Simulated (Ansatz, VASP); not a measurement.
## Two plane-wave programs on Cu

```
Cu
1.0
    -1.44402    1.44402    1.36146
     1.44402   -1.44402    1.36146
     1.44402    1.44402   -1.36146
Cu
1
Cartesian
  0.0000 0.0000 0.0000
```

Alike in both runs: functional PBE; dispersion D3(BJ); k mesh 20 × 20 × 20; occupations gaussian, width 0.1 eV; no spin polarisation.

Ansatz relaxed the structure, and its values are those at the end. VASP's run is a single point on that final structure, the one shown.

```csv
,VASP,Ansatz
version,VASP 6.6.1,Ansatz 0.2.0
potentials or method,"VASP PAW PBE potentials, release 64 (Cu), cutoff 520 eV","scalar-relativistic, plane waves, PAW"
valence electrons in the cell,11,19
```

|  | VASP | Ansatz | Ansatz less VASP |
| --- | --- | --- | --- |
| gap on the k mesh at the Fermi level (eV) | none | none | - |
| pressure (GPa) | 0.6 | 0.0 | -0.55 |

A gap of «none» marks a metal or a gap that the smearing closes. VASP's potentials hold 11 valence electrons a cell and Ansatz's 19, so a difference there can come from the potentials and not from the codes.
